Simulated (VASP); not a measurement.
# ZrN (rocksalt type) (Fm-3m) in VASP: a series of runs

The runs below take ZrN (rocksalt type) through single point, with r2SCAN.

All numbers are computed with VASP 6.6.1; they aren't measurements. Logs are shortened: lines on timing, memory, paths and dates and some standing lists are left out, and cuts for length are marked.

## Step 1: The cell of the first run

Symmetry: Fm-3m, No. 225, cubic system. Conventional cell: a = 3.757 Å, b = 3.757 Å, c = 3.757 Å, α = 90.00°, β = 90.00°, γ = 90.00°. Within 2.5 Å of Zr (site symmetry m-3m) lie 6 N at 1.88 Å. Within 2.5 Å of N (site symmetry m-3m) lie 6 Zr at 1.88 Å.

## Step 2: Single point, r2SCAN (6.63 Å³/atom)

Contents of POSCAR:

```
ZrN
1.0
    0.0000000000      1.8787439730      1.8787439730
    1.8787439730      0.0000000000      1.8787439730
    1.8787439730      1.8787439730      0.0000000000
Zr N
1 1
Direct
    0.0000000000      0.0000000000      0.0000000000
    0.5000000000      0.5000000000      0.5000000000
```

Contents of INCAR.step1:

```
PREC = Accurate
ENCUT = 660
ISMEAR = -1
SIGMA = 0.05
LREAL = False
LASPH = True
NELM = 120
NBANDS = 16
GGA = PE
ALGO = Normal
EDIFF = 1E-5
LWAVE = True
LCHARG = False
GGA_COMPAT = False
```

Contents of INCAR.step2:

```
PREC = Accurate
ENCUT = 660
EDIFF = 1E-6
ISMEAR = -1
SIGMA = 0.05
LREAL = False
LASPH = True
NELM = 120
ALGO = Normal
ISIF = 2
LWAVE = False
LCHARG = True
METAGGA = R2SCAN
LMIXTAU = True
LELF = True
LVHAR = True
NBANDS = 16
ISTART = 1
GGA_COMPAT = False
```

Contents of KPOINTS:

```
Automatic mesh
0
Gamma
  15 15 15
```

Potentials or basis: VASP PAW PBE potentials, release 64 (Zr_sv, N).

On the command line:

```console
$ cat potpaw_PBE.64/Zr_sv/POTCAR potpaw_PBE.64/N/POTCAR > POTCAR
$ cp INCAR.step1 INCAR
$ mpirun -np 1 vasp_std > vasp.out
$ cp INCAR.step2 INCAR
$ mpirun -np 1 vasp_std > vasp.out
```

OUTCAR:

```text
PREC = Accurate
   ENCUT = 660
   EDIFF = 1E-6
   ISMEAR = -1
   LREAL = False
   LASPH = True
   NELM = 120
   ISIF = 2
   METAGGA = R2SCAN
   ISTART = 1

 ion  position               nearest neighbor table
   1  0.000  0.000  0.000-   2 1.88   2 1.88   2 1.88   2 1.88   2 1.88   2 1.88
   2  0.500  0.500  0.500-   1 1.88   1 1.88   1 1.88   1 1.88   1 1.88   1 1.88

  LATTYP: Found a face centered cubic cell.
 ALAT       =     3.7574879460

  Lattice vectors:

 A1 = (   0.0000000000,   1.8787439730,   1.8787439730)
 A2 = (   1.8787439730,   0.0000000000,   1.8787439730)
 A3 = (   1.8787439730,   1.8787439730,   0.0000000000)

Analysis of symmetry for initial positions (statically):
=====================================================================
 Subroutine PRICEL returns:
 Original cell was already a primitive cell.

 Routine SETGRP: Setting up the symmetry group for a
 face centered cubic supercell.

 Subroutine GETGRP returns: Found 48 space group operations
 (whereof 48 operations were pure point group operations)
 out of a pool of 48 trial point group operations.

The static configuration has the point symmetry O_h .

Analysis of symmetry for dynamics (positions and initial velocities):
=====================================================================
 Subroutine PRICEL returns:
 Original cell was already a primitive cell.

 Routine SETGRP: Setting up the symmetry group for a
 face centered cubic supercell.

 Subroutine GETGRP returns: Found 48 space group operations
 (whereof 48 operations were pure point group operations)
 out of a pool of 48 trial point group operations.

The dynamic configuration has the point symmetry O_h .

 Subroutine INISYM returns: Found 48 space group operations
 (whereof 48 operations are pure point group operations),
 and found     1 'primitive' translations

----------------------------------------------------------------------------------------

                                     Primitive cell

  volume of cell :      13.2627

  direct lattice vectors                    reciprocal lattice vectors
     0.000000000  1.878743973  1.878743973    -0.266135252  0.266135252  0.266135252
     1.878743973  0.000000000  1.878743973     0.266135252 -0.266135252  0.266135252
     1.878743973  1.878743973  0.000000000     0.266135252  0.266135252 -0.266135252

  length of vectors
     2.656945207  2.656945207  2.656945207     0.460959778  0.460959778  0.460959778

  position of ions in fractional coordinates (direct lattice)
     0.000000000  0.000000000  0.000000000
     0.500000000  0.500000000  0.500000000

  ion indices of the primitive-cell ions
   primitive index   ion index
                 1           1
                 2           2

----------------------------------------------------------------------------------------

 KPOINTS: Automatic mesh

Automatic generation of k-mesh.
 Grid dimensions read from file:
 generate k-points for:   15   15   15

 Generating k-lattice:

  Cartesian coordinates                     Fractional coordinates (reciprocal lattice)
    -0.017742350  0.017742350  0.017742350     0.066666667  0.000000000  0.000000000
     0.017742350 -0.017742350  0.017742350     0.000000000  0.066666667  0.000000000
     0.017742350  0.017742350 -0.017742350     0.000000000  0.000000000  0.066666667

  Length of vectors
     0.030730652  0.030730652  0.030730652

  Shift w.r.t. Gamma in fractional coordinates (k-lattice)
     0.000000000  0.000000000  0.000000000

 Subroutine IBZKPT returns following result:
 ===========================================

 Found    120 irreducible k-points:

 Following reciprocal coordinates:
            Coordinates               Weight
  0.000000  0.000000  0.000000      1.000000
  0.066667  0.000000  0.000000      8.000000
  0.133333  0.000000  0.000000      8.000000
  0.200000  0.000000  0.000000      8.000000
  0.266667  0.000000  0.000000      8.000000
  0.333333  0.000000  0.000000      8.000000
[... 16 lines left out ...]
  0.133333  0.133333  0.000000      6.000000
  0.200000  0.133333  0.000000     24.000000
 [... further k-points ...]
   k-points           NKPTS =    120   k-points in BZ     NKDIM =    120   number of bands    NBANDS=     16
   number of dos      NEDOS =    301   number of ions     NIONS =      2
   total plane-waves  NPLWV =  13824
   dimension x,y,z NGX =    24 NGY =   24 NGZ =   24
   dimension x,y,z NGXF=    48 NGYF=   48 NGZF=   48
   ions per type =               1   1
   NGX,Y,Z   is equivalent  to a cutoff of  15.02, 15.02, 15.02 a.u.
   NGXF,Y,Z  is equivalent  to a cutoff of  30.03, 30.03, 30.03 a.u.
 SYSTEM =  unknown system
   PREC   = accura    normal or accurate (medium, high low for compatibility)
   ISTART =      1    job   : 0-new  1-cont  2-samecut
   ICHARG =      0    charge: 1-file 2-atom 10-const
   ISPIN  =      1    spin polarized calculation?
   LNONCOLLINEAR =      F non collinear calculations
   LSORBIT =      F    spin-orbit coupling
   LASPH  =      T    aspherical Exc in radial PAW
   ENCUT  =  660.0 eV  48.51 Ry    6.96 a.u.   5.57  5.57  5.57*2*pi/ulx,y,z
   NELM   =    120;   NELMIN=  2; NELMDL=  0     # of ELM steps
   EDIFF  = 0.1E-05   stopping-criterion for ELM
   LREAL  =      F    real-space projection
   EDIFFG = 0.1E-04   stopping-criterion for IOM
   NSW    =      0    number of steps for IOM
   IBRION =     -1    ionic relax: 0-MD 1-quasi-New 2-CG
   NFREE  =      0    steps in history (QN), initial steepest desc. (CG)
   ISIF   =      2    stress and relaxation
   ISYM   =      2    0-nonsym 1-usesym 2-fastsym
   POTIM  = 0.5000    time-step for ionic-motion
   TEBEG  =    0.0;   TEEND  =   0.0 temperature during run
   PSTRESS=    0.0 pullay stress
   NELECT =      17.0000    total number of electrons
   NUPDOWN=      -1.0000    fix difference up-down
   EMIN   =  10.00;   EMAX   =-10.00  energy-range for DOS
   EFERMI =   0.00;   METHOD = LEGACY
   ISMEAR =    -1;   SIGMA  =   0.05  broadening in eV -4-tet -1-fermi 0-gaus
   EFERMI_NEDOS =   21; number of points for ismear=-14 and -15
   IALGO  =     38    algorithm
   IMIX   =      4    mixing-type and parameters
     AMIX     =   0.40;   BMIX     =  1.00
     AMIX_MAG =   1.60;   BMIX_MAG =  1.00
  volume/ion in A,a.u.               =       6.63        44.75
  Fermi-wavevector in a.u.,A,eV,Ry     =   1.778335  3.360566 43.028082  3.162475
  Thomas-Fermi vector in A             =   2.843549
   LORBIT       =      0    0 simple, 1 ext, 2 COOP (PROOUT), +10 PAW based schemes
   METAGGA = R2SCAN    functional components
   LHFCALC =     F    Hartree Fock is set to
   AEXX    =    0.0000 exact exchange contribution
   IVDW    =     0    specifies the selected vdW correction
   LEPSILON=     F    determine dielectric tensor
   LRPA    =     F    only Hartree local field effects (RPA)
 non-spin polarized calculation
  energy-cutoff  :      660.00
  volume of cell :       13.26
 maximum number of plane-waves:       533
   NGX = 11   NGY = 11   NGZ = 11

 number of electron      16.9999999 magnetization

 Free energy of the ion-electron system (eV)
  ---------------------------------------------------
  ext. energy  EPLUGINS =         0.00000000
  ---------------------------------------------------
  free energy    TOTEN  =       -24.75413441 eV

  energy without entropy =      -24.75192325  energy(sigma->0) =      -24.75302883

 E-fermi :  21.3210     XC(G=0): -17.1532

 val. band max:       21.2879851701   @ k =   0.1333   0.0000   0.0000
 cond. band min:      21.3491942220   @ k =  -0.1333   0.0667   0.0000
 fundamental gap:      0.0612090519
 Fermi energy:        21.3210242873

 k-point     1 :       0.0000    0.0000    0.0000
  band No.  band energies     occupation
      1     -29.7929      2.00000
      2      -4.3696      2.00000
      3      -4.3696      2.00000
      4      -4.3696      2.00000
      5       3.3552      2.00000
      6      17.9458      2.00000
[... 8 lines left out ...]
     15      32.9209      0.00000
     16      59.8015      0.00000

 k-point     2 :       0.0667    0.0000    0.0000
  band No.  band energies     occupation
      1     -29.7341      2.00000
      2      -4.8345      2.00000
      3      -4.3856      2.00000
      4      -4.3856      2.00000
      5       3.7688      2.00000
      6      17.3353      2.00000
[... 8 lines left out ...]
     15      33.1901      0.00000
     16      57.1890      0.00000

 k-point     3 :       0.1333    0.0000    0.0000
  band No.  band energies     occupation
      1     -29.5641      2.00000
      2      -5.9649      2.00000
      3      -4.4300      2.00000
      4      -4.4300      2.00000
      5       4.7461      2.00000
      6      16.0810      2.00000
[... 8 lines left out ...]
     15      34.1646      0.00000
     16      54.2785      0.00000

 k-point     4 :       0.2000    0.0000    0.0000
  band No.  band energies     occupation
      1     -29.3025      2.00000
      2      -7.3501      2.00000
      3      -4.4929      2.00000
      4      -4.4929      2.00000
      5       5.8881      2.00000
      6      14.7634      2.00000
[... 8 lines left out ...]
     15      36.7867      0.00000
     16      51.3203      0.00000
[... 324 lines left out ...]
 k-point    22 :      -0.0667    0.0667    0.0000
  band No.  band energies     occupation
      1     -29.6383      2.00000
      2      -5.4120      2.00000
      3      -4.5917      2.00000
      4      -4.3305      2.00000
      5       4.3519      2.00000
      6      16.2250      2.00000
[... 8 lines left out ...]
     15      33.6274      0.00000
     16      54.5794      0.00000

 k-point    23 :       0.1333    0.1333    0.0000
  band No.  band energies     occupation
      1     -29.4882      2.00000
      2      -5.8213      2.00000
      3      -4.7786      2.00000
      4      -4.7786      2.00000
      5       4.9880      2.00000
      6      14.0764      2.00000
[... 8 lines left out ...]
     15      34.7528      0.00000
     16      53.0089      0.00000

 k-point    24 :       0.2000    0.1333    0.0000
  band No.  band energies     occupation
      1     -29.2943      2.00000
      2      -6.7067      2.00000
      3      -4.9563      2.00000
      4      -4.8560      2.00000
      5       5.5331      2.00000
      6      13.2251      2.00000
[... 8 lines left out ...]
     15      36.5535      0.00000
     16      50.6148      0.00000

 [... further k-points ...]

------------------------ aborting loop because EDIFF is reached ----------------------------------------

  FORCE on cell =-STRESS in cart. coord.  units (eV):
  Direction    XX          YY          ZZ          XY          YZ          ZX
  --------------------------------------------------------------------------------------
  -------------------------------------------------------------------------------------
  Total       44.8916257     44.8916257     44.8916257     -0.0000000     -0.0000000      0.0000000
  in kB     5423.0438860   5423.0438860   5423.0438860     -0.0000000     -0.0000000      0.0000000
  external PRESSURE =    5423.0438860 kB  Pullay stress =       0.0000000 kB

 VOLUME and BASIS-vectors are now :
 -----------------------------------------------------------------------------
  energy-cutoff  :      660.00
  volume of cell :       13.26
      direct lattice vectors                 reciprocal lattice vectors
     0.000000000  1.878743973  1.878743973    -0.266135252  0.266135252  0.266135252
     1.878743973  0.000000000  1.878743973     0.266135252 -0.266135252  0.266135252
     1.878743973  1.878743973  0.000000000     0.266135252  0.266135252 -0.266135252

 POSITION                                       TOTAL-FORCE (eV/Angst)
 -----------------------------------------------------------------------------------
      0.00000      0.00000      0.00000         0.000000      0.000000     -0.000000
      1.87874      1.87874      1.87874        -0.000000     -0.000000      0.000000
 -----------------------------------------------------------------------------------
    total drift:                                0.000000     -0.000000     -0.000000

  FREE ENERGIE OF THE ION-ELECTRON SYSTEM (eV)
  ---------------------------------------------------
  free  energy   TOTEN  =       -24.7541344101 eV

  energy  without entropy=      -24.7519232508  energy(sigma->0) =      -24.75302883
```

It took 74 s on 1 thread of Intel Xeon Platinum 8488C (Sapphire Rapids), shared host; peak memory 0.17 GiB.

Results:

```yaml
Free_energy: -24.7541 eV
Pressure: 542.3 GPa
Band_gap_on_the_k_mesh: zero (an odd number of electrons rules out a gap without spin polarisation)
```

Caveat: the cell stands under pressure; the PAW data sets were made with another functional, which shifts forces and pressure a little.

## Step 3: Single point, r2SCAN (6.63 Å³/atom)

POSCAR is that of step 2.

Contents of INCAR.step1:

```
SYSTEM = ZrN
ALGO     = Normal         ! electronic algorithm
EDIFF    = 1E-5           ! SCF threshold, eV
ENCUT    = 660            ! plane-wave cutoff, eV
GGA      = PE             ! functional
GGA_COMPAT= .FALSE.      
ISMEAR   = -1             ! smearing method
LASPH    = .TRUE.         ! aspherical terms in the spheres
LCHARG   = .FALSE.        ! write CHGCAR
LREAL    = .FALSE.        ! projectors in reciprocal space
LWAVE    = .TRUE.         ! write WAVECAR
NBANDS   = 16             ! bands
NELM     = 120            ! most SCF steps
PREC     = Accurate       ! precision mode
SIGMA    = 0.05           ! smearing width, eV
```

Contents of INCAR.step2:

```
SYSTEM = ZrN
ALGO     = Normal         ! electronic algorithm
EDIFF    = 1E-6           ! SCF threshold, eV
ENCUT    = 660            ! plane-wave cutoff, eV
GGA_COMPAT= .FALSE.      
ISIF     = 2              ! what is computed and relaxed
ISMEAR   = -1             ! smearing method
ISTART   = 1            
LASPH    = .TRUE.         ! aspherical terms in the spheres
LCHARG   = .FALSE.        ! write CHGCAR
LMIXTAU  = .TRUE.       
LREAL    = .FALSE.        ! projectors in reciprocal space
LWAVE    = .FALSE.        ! write WAVECAR
METAGGA  = R2SCAN         ! meta-GGA
NBANDS   = 16             ! bands
NELM     = 120            ! most SCF steps
PREC     = Accurate       ! precision mode
SIGMA    = 0.05           ! smearing width, eV
```

Contents of KPOINTS:

```
k-points
0
G
  15 15 15
  0 0 0
```

Potentials or basis: VASP PAW PBE potentials, release 64 (Zr_sv, N).

On the command line:

```console
$ cat potpaw_PBE.64/Zr_sv/POTCAR potpaw_PBE.64/N/POTCAR > POTCAR
$ cp INCAR.step1 INCAR
$ mpirun -np 1 vasp_std > vasp.out
$ cp INCAR.step2 INCAR
$ mpirun -np 1 vasp_std > vasp.out
```

It took 84 s on 1 thread of Intel Xeon Platinum 8488C (Sapphire Rapids), shared host; peak memory 0.17 GiB.

Results (log left out):

```
Free energy            : -24.7541 eV
Pressure               : 542.3 GPa
Band gap on the k mesh : zero (an odd number of electrons rules out a gap without spin polarisation)
```

Levels at points of the mesh, in eV from the Fermi level:
```tsv
k point	band 7	band 8	band 9	band 10	band 11	band 12
(0.00, 0.00, 0.00)	-3.38	-3.38	-0.85	-0.85	-0.85	3.45
```

Caveat: the cell stands under pressure; the PAW data sets were made with another functional, which shifts forces and pressure a little.
